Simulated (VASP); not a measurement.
# Be2B3 (P-3m1) in VASP: single point with PBE

Aim: the single point of Be2B3 with PBE.

All numbers are computed with VASP 6.6.1; they aren't measurements. Logs are shortened: lines on timing, memory, paths and dates and some standing lists are left out, and cuts for length are marked.

## (1) The cell of the first run

It takes space group P-3m1 (No. 164, trigonal). The conventional cell has a = 3.111 Å, b = 3.111 Å, c = 4.801 Å, α = 90.00°, β = 90.00°, γ = 120.00°. Within 2.5 Å of Be (site symmetry 3m) lie 7 B at 1.89 to 2.45 Å and 3 Be at 2.16 Å. Within 2.5 Å of B (site symmetry -3m) lie 6 Be at 1.89 Å. Within 2.4 Å of B (site symmetry 3m) lie 3 B at 1.82 Å and 1 Be at 1.94 Å.

## (2) Single point, PBE

The input, INCAR:

```
SYSTEM = Be2B3
  ALGO = Normal
  EDIFF = 1E-7
  ENCUT = 520
  GGA = PE
  ISIF = 2
  ISMEAR = 0
  LASPH = .True.
  LCHARG = .False.
  LREAL = .False.
  LWAVE = .False.
  NBANDS = 14
  NELM = 100
  PREC = Accurate
  SIGMA = 0.1
```

The input, KPOINTS:

```
k-points
0
Gamma
  12 12 8
  0 0 0
```

The input, POSCAR:

```
Be2B3
1.0
    3.1111834232      0.0000000000      0.0000000000
   -1.5555917116      2.6943638803      0.0000000000
    0.0000000000      0.0000000000      4.8007193205
Be B
2 3
Direct
    0.3333333333      0.6666666667      0.1251610038
    0.6666666667      0.3333333333      0.8748389962
    0.0000000000      0.0000000000      0.0000000000
    0.3333333333      0.6666666667      0.5286390680
    0.6666666667      0.3333333333      0.4713609320
```

Potentials or basis: VASP PAW PBE potentials, release 64 (Be, B).

The run is started by

```console
cat potpaw_PBE.64/Be/POTCAR potpaw_PBE.64/B/POTCAR > POTCAR
mpirun -np 1 vasp_std > vasp.out
```

OUTCAR:

```text
SYSTEM = Be2B3
   EDIFF = 1E-7
   ENCUT = 520
   GGA = PE
   ISIF = 2
   ISMEAR = 0
   LASPH = .True.
   LREAL = .False.
   NELM = 100
   PREC = Accurate

 ion  position               nearest neighbor table
   1  0.333  0.667  0.125-   3 1.89   3 1.89   3 1.89   4 1.94   2 2.16   2 2.16   2 2.16
   2  0.667  0.333  0.875-   3 1.89   3 1.89   3 1.89   5 1.94   1 2.16   1 2.16   1 2.16
   3  0.000  0.000  0.000-   1 1.89   2 1.89   1 1.89   2 1.89   2 1.89   1 1.89
   4  0.333  0.667  0.529-   5 1.82   5 1.82   5 1.82   1 1.94
   5  0.667  0.333  0.471-   4 1.82   4 1.82   4 1.82   2 1.94

  LATTYP: Found a hexagonal cell.
 ALAT       =     3.1111834232
 C/A-ratio  =     1.5430524876

  Lattice vectors:

 A1 = (   3.1111834232,   0.0000000000,   0.0000000000)
 A2 = (  -1.5555917116,   2.6943638803,   0.0000000000)
 A3 = (   0.0000000000,   0.0000000000,   4.8007193205)

Analysis of symmetry for initial positions (statically):
=====================================================================
 Subroutine PRICEL returns:
 Original cell was already a primitive cell.

 Routine SETGRP: Setting up the symmetry group for a
 hexagonal supercell.

 Subroutine GETGRP returns: Found 12 space group operations
 (whereof 12 operations were pure point group operations)
 out of a pool of 24 trial point group operations.

The static configuration has the point symmetry D_3d.

Analysis of symmetry for dynamics (positions and initial velocities):
=====================================================================
 Subroutine PRICEL returns:
 Original cell was already a primitive cell.

 Routine SETGRP: Setting up the symmetry group for a
 hexagonal supercell.

 Subroutine GETGRP returns: Found 12 space group operations
 (whereof 12 operations were pure point group operations)
 out of a pool of 24 trial point group operations.

The dynamic configuration has the point symmetry D_3d.

 Subroutine INISYM returns: Found 12 space group operations
 (whereof 12 operations are pure point group operations),
 and found     1 'primitive' translations

----------------------------------------------------------------------------------------

                                     Primitive cell

  volume of cell :      40.2428

  direct lattice vectors                    reciprocal lattice vectors
     3.111183423  0.000000000  0.000000000     0.321421101  0.185572559  0.000000000
    -1.555591712  2.694363880  0.000000000     0.000000000  0.371145118  0.000000000
     0.000000000  0.000000000  4.800719320     0.000000000  0.000000000  0.208302118

  length of vectors
     3.111183423  3.111183423  4.800719320     0.371145118  0.371145118  0.208302118

  position of ions in fractional coordinates (direct lattice)
     0.333333333  0.666666667  0.125161004
     0.666666667  0.333333333  0.874838996
     0.000000000  0.000000000  0.000000000
     0.333333333  0.666666667  0.528639068
     0.666666667  0.333333333  0.471360932

  ion indices of the primitive-cell ions
   primitive index   ion index
                 1           1
                 2           2
                 3           3
                 4           4
                 5           5

----------------------------------------------------------------------------------------

 KPOINTS: k-points

Automatic generation of k-mesh.
 Grid dimensions read from file:
 generate k-points for:   12   12    8

 Generating k-lattice:

  Cartesian coordinates                     Fractional coordinates (reciprocal lattice)
     0.026785092  0.015464380  0.000000000     0.083333333 -0.000000000  0.000000000
     0.000000000  0.030928760  0.000000000     0.000000000  0.083333333  0.000000000
     0.000000000  0.000000000  0.026037765     0.000000000  0.000000000  0.125000000

  Length of vectors
     0.030928760  0.030928760  0.026037765

  Shift w.r.t. Gamma in fractional coordinates (k-lattice)
     0.000000000  0.000000000  0.000000000

 Subroutine IBZKPT returns following result:
 ===========================================

 Found    131 irreducible k-points:

 Following reciprocal coordinates:
            Coordinates               Weight
  0.000000  0.000000  0.000000      1.000000
  0.083333  0.000000  0.000000      6.000000
  0.166667  0.000000  0.000000      6.000000
  0.250000  0.000000  0.000000      6.000000
  0.333333  0.000000  0.000000      6.000000
  0.416667  0.000000  0.000000      6.000000
[... 16 lines left out ...]
  0.166667  0.000000  0.125000      6.000000
  0.000000  0.166667  0.125000      6.000000
 [... further k-points ...]
   k-points           NKPTS =    131   k-points in BZ     NKDIM =    131   number of bands    NBANDS=     14
   number of dos      NEDOS =    301   number of ions     NIONS =      5
   total plane-waves  NPLWV =  20736
   dimension x,y,z NGX =    24 NGY =   24 NGZ =   36
   dimension x,y,z NGXF=    48 NGYF=   48 NGZF=   72
   ions per type =               2   3
   NGX,Y,Z   is equivalent  to a cutoff of  12.82, 12.82, 12.47 a.u.
   NGXF,Y,Z  is equivalent  to a cutoff of  25.65, 25.65, 24.93 a.u.
 SYSTEM =  Be2B3
   PREC   = accura    normal or accurate (medium, high low for compatibility)
   ISTART =      0    job   : 0-new  1-cont  2-samecut
   ICHARG =      2    charge: 1-file 2-atom 10-const
   ISPIN  =      1    spin polarized calculation?
   LNONCOLLINEAR =      F non collinear calculations
   LSORBIT =      F    spin-orbit coupling
   LASPH  =      T    aspherical Exc in radial PAW
   ENCUT  =  520.0 eV  38.22 Ry    6.18 a.u.   5.78  5.78  8.93*2*pi/ulx,y,z
   NELM   =    100;   NELMIN=  2; NELMDL= -5     # of ELM steps
   EDIFF  = 0.1E-06   stopping-criterion for ELM
   LREAL  =      F    real-space projection
   EDIFFG = 0.1E-05   stopping-criterion for IOM
   NSW    =      0    number of steps for IOM
   IBRION =     -1    ionic relax: 0-MD 1-quasi-New 2-CG
   NFREE  =      0    steps in history (QN), initial steepest desc. (CG)
   ISIF   =      2    stress and relaxation
   ISYM   =      2    0-nonsym 1-usesym 2-fastsym
   POTIM  = 0.5000    time-step for ionic-motion
   TEBEG  =    0.0;   TEEND  =   0.0 temperature during run
   PSTRESS=    0.0 pullay stress
   NELECT =      13.0000    total number of electrons
   NUPDOWN=      -1.0000    fix difference up-down
   EMIN   =  10.00;   EMAX   =-10.00  energy-range for DOS
   EFERMI =   0.00;   METHOD = LEGACY
   ISMEAR =     0;   SIGMA  =   0.10  broadening in eV -4-tet -1-fermi 0-gaus
   EFERMI_NEDOS =   21; number of points for ismear=-14 and -15
   IALGO  =     38    algorithm
   IMIX   =      4    mixing-type and parameters
     AMIX     =   0.40;   BMIX     =  1.00
     AMIX_MAG =   1.60;   BMIX_MAG =  1.00
  volume/ion in A,a.u.               =       8.05        54.31
  Fermi-wavevector in a.u.,A,eV,Ry     =   1.123293  2.122717 17.167670  1.261788
  Thomas-Fermi vector in A             =   2.259959
   LORBIT       =      0    0 simple, 1 ext, 2 COOP (PROOUT), +10 PAW based schemes
   GGA     = PE    functional components
   LHFCALC =     F    Hartree Fock is set to
   AEXX    =    0.0000 exact exchange contribution
   IVDW    =     0    specifies the selected vdW correction
   LEPSILON=     F    determine dielectric tensor
   LRPA    =     F    only Hartree local field effects (RPA)
 non-spin polarized calculation
 Gauss-broadening in eV      SIGMA  =   0.10
  energy-cutoff  :      520.00
  volume of cell :       40.24
 maximum number of plane-waves:      1102
   NGX = 11   NGY = 11   NGZ = 17

 number of electron      13.0000000 magnetization

 Free energy of the ion-electron system (eV)
  ---------------------------------------------------
  ext. energy  EPLUGINS =         0.00000000
  ---------------------------------------------------
  free energy    TOTEN  =       -24.48230092 eV

  energy without entropy =      -24.47297687  energy(sigma->0) =      -24.47763889

 E-fermi :   5.1967     XC(G=0): -11.0106

 val. band max:        5.1681688089   @ k =   0.0833   0.0000   0.2500
 cond. band min:       5.1996530934   @ k =   0.1667   0.0000   0.2500
 fundamental gap:      0.0314842845
 Fermi energy:         5.1967084087

 k-point     1 :       0.0000    0.0000    0.0000
  band No.  band energies     occupation
      1      -7.3462      2.00000
      2      -2.9794      2.00000
      3      -1.4381      2.00000
      4       5.5870      0.00000
      5       5.5870      0.00000
      6       6.5730      0.00000
      7       6.5730      0.00000
      8       9.5358      0.00000
      9      11.1779      0.00000
     10      11.1779      0.00000
     11      12.8408      0.00000
     12      13.1004      0.00000
     13      13.1004      0.00000
     14      13.1018      0.00000

 k-point     2 :       0.0833    0.0000    0.0000
  band No.  band energies     occupation
      1      -7.2361      2.00000
      2      -2.8891      2.00000
      3      -1.3205      2.00000
      4       4.7181      2.00000
      5       5.0394      1.97387
      6       6.4475      0.00000
      7       6.7247      0.00000
      8       9.4453      0.00000
      9      11.2092      0.00000
     10      11.4461      0.00000
     11      12.2618      0.00000
     12      13.0858      0.00000
     13      13.5512      0.00000
     14      13.5682      0.00000

 k-point     3 :       0.1667    0.0000    0.0000
  band No.  band energies     occupation
      1      -6.9062      2.00000
      2      -2.6215      2.00000
      3      -0.9713      2.00000
      4       3.1038      2.00000
      5       4.1678      2.00000
      6       5.6671      0.00000
      7       6.5564      0.00000
      8       9.0232      0.00000
      9      10.9321      0.00000
     10      11.1534      0.00000
     11      12.3667      0.00000
     12      13.2502      0.00000
     13      14.4608      0.00000
     14      14.6105      0.00000
[... 324 lines left out ...]
 k-point    23 :       0.1667    0.0000    0.1250
  band No.  band energies     occupation
      1      -6.8315      2.00000
      2      -3.1931      2.00000
      3      -0.2721      2.00000
      4       3.1682      2.00000
      5       4.2086      2.00000
      6       5.5186      0.00001
      7       6.5188      0.00000
      8       8.7977      0.00000
      9      10.5202      0.00000
     10      11.5447      0.00000
     11      12.0615      0.00000
     12      12.9898      0.00000
     13      14.5810      0.00000
     14      14.5879      0.00000

 k-point    24 :       0.0000    0.1667    0.1250
  band No.  band energies     occupation
      1      -6.8309      2.00000
      2      -3.1983      2.00000
      3      -0.2647      2.00000
      4       3.1698      2.00000
      5       4.2639      2.00000
      6       5.5709      0.00000
      7       6.3602      0.00000
      8       8.5476      0.00000
      9      10.7980      0.00000
     10      11.4443      0.00000
     11      12.6223      0.00000
     12      13.2347      0.00000
     13      14.3126      0.00000
     14      14.3233      0.00000

 [... further k-points ...]
[... 5 lines left out ...]
  --------------------------------------------------------------------------------------
  -------------------------------------------------------------------------------------
  Total        0.0296224      0.0296224     -0.0014866      0.0000000      0.0000000      0.0000000
  in kB        1.1793502      1.1793502     -0.0591849      0.0000000      0.0000000      0.0000000
  external PRESSURE =       0.7665051 kB  Pullay stress =       0.0000000 kB

 VOLUME and BASIS-vectors are now :
 -----------------------------------------------------------------------------
  energy-cutoff  :      520.00
  volume of cell :       40.24
      direct lattice vectors                 reciprocal lattice vectors
     3.111183423  0.000000000  0.000000000     0.321421101  0.185572559  0.000000000
    -1.555591712  2.694363880  0.000000000     0.000000000  0.371145118  0.000000000
     0.000000000  0.000000000  4.800719320     0.000000000  0.000000000  0.208302118

 POSITION                                       TOTAL-FORCE (eV/Angst)
 -----------------------------------------------------------------------------------
     -0.00000      1.79624      0.60086        -0.000000     -0.000000      0.010260
      1.55559      0.89812      4.19986         0.000000     -0.000000     -0.010260
      0.00000      0.00000      0.00000        -0.000000      0.000000      0.000000
     -0.00000      1.79624      2.53785        -0.000000      0.000000     -0.000173
      1.55559      0.89812      2.26287         0.000000      0.000000      0.000173
 -----------------------------------------------------------------------------------
    total drift:                               -0.000000      0.000000     -0.000000

  FREE ENERGIE OF THE ION-ELECTRON SYSTEM (eV)
  ---------------------------------------------------
  free  energy   TOTEN  =       -24.4823009197 eV

  energy  without entropy=      -24.4729768679  energy(sigma->0) =      -24.47763889
```

Run time: 25 s. Hardware: 1 thread of Intel Xeon Platinum 8559C (Emerald Rapids), shared host; peak memory 0.19 GiB.

Results:

```yaml
Free_energy: -24.4823 eV
Pressure: 0.1 GPa
Largest_force: 0.010 eV/Å
```

Forces in eV/Å, atoms in the order of the input:
```
Be   0.000  0.000  0.010
Be   0.000  0.000 -0.010
B    0.000  0.000  0.000
B    0.000  0.000  0.000
B    0.000  0.000  0.000
```

Levels at points of the mesh, in eV from the Fermi level:
```tsv
k point	band 4	band 5	band 6	band 7	band 8	band 9	band 10	band 11
(0.00, 0.00, 0.00)	0.39	0.39	1.38	1.38	4.34	5.98	5.98	7.64
(0.50, 0.00, 0.00)	-4.83	-2.89	-2.13	-1.53	0.11	4.44	4.53	8.00
(0.00, 0.00, 0.50)	0.06	0.57	0.57	1.59	1.59	4.90	4.90	7.25
(0.50, 0.00, 0.50)	-6.52	-1.73	-1.68	0.55	1.63	2.44	5.66	5.70
```
